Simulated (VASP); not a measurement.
Set up this calculation in VASP 6.6.1, as the native input.

| Property | Result |
| --- | --- |
| Task | single point |
| Functional | PBE |
| Potentials or basis | VASP PAW PBE potentials, release 64 (Ba_sv, S) |
| Cutoff | 520 eV |
| k mesh | 9 × 9 × 9 |
| Occupations | fermi-dirac, width 0.08 eV |
| Spin | no spin polarisation |
| Dipole correction | no |
| Further INCAR settings | ALGO = Normal; EDIFF = 1e-06; NBANDS = 15 |

The structure of BaS (zincblende type) lies in POSCAR:

```
BaS
1.0
    0.0000000000      3.5161364223      3.5161364223
    3.5161364223      0.0000000000      3.5161364223
    3.5161364223      3.5161364223      0.0000000000
Ba S
1 1
Direct
    0.0000000000      0.0000000000      0.0000000000
    0.2500000000      0.2500000000      0.2500000000
```

The input as run:

INCAR

```
SYSTEM = BaS
PREC = Accurate
ENCUT = 520
EDIFF = 1E-6
ISMEAR = -1
SIGMA = 0.08
LREAL = .FALSE.
LASPH = .TRUE.
NELM = 100
ALGO = Normal
ISIF = 2
LWAVE = .FALSE.
LCHARG = .TRUE.
GGA = PE
LELF = .TRUE.
LVHAR = .TRUE.
NBANDS = 15
```

KPOINTS

```
regular mesh
0
G
  9 9 9
  0 0 0
```

Potentials or basis: VASP PAW PBE potentials, release 64 (Ba_sv, S).

The run is started by

```sh
$ cat potpaw_PBE.64/Ba_sv/POTCAR potpaw_PBE.64/S/POTCAR > POTCAR
$ mpirun -np 1 vasp_std > vasp.out
```

Results of the run:

| Quantity | Value |
| --- | --- |
| Pressure | 0.5 GPa |
| Band gap on the k mesh | 2.79 eV (least direct gap 3.45 eV) |

Caveat: spin-orbit coupling is left out, which moves the levels of the heavy elements; an odd mesh through Γ misses points on the zone boundary, where band edges can lie.

It took 27 s on 1 thread of Intel(R) Xeon(R) 6975P-C (Granite Rapids) (shared host), peak memory 0.25 GiB.
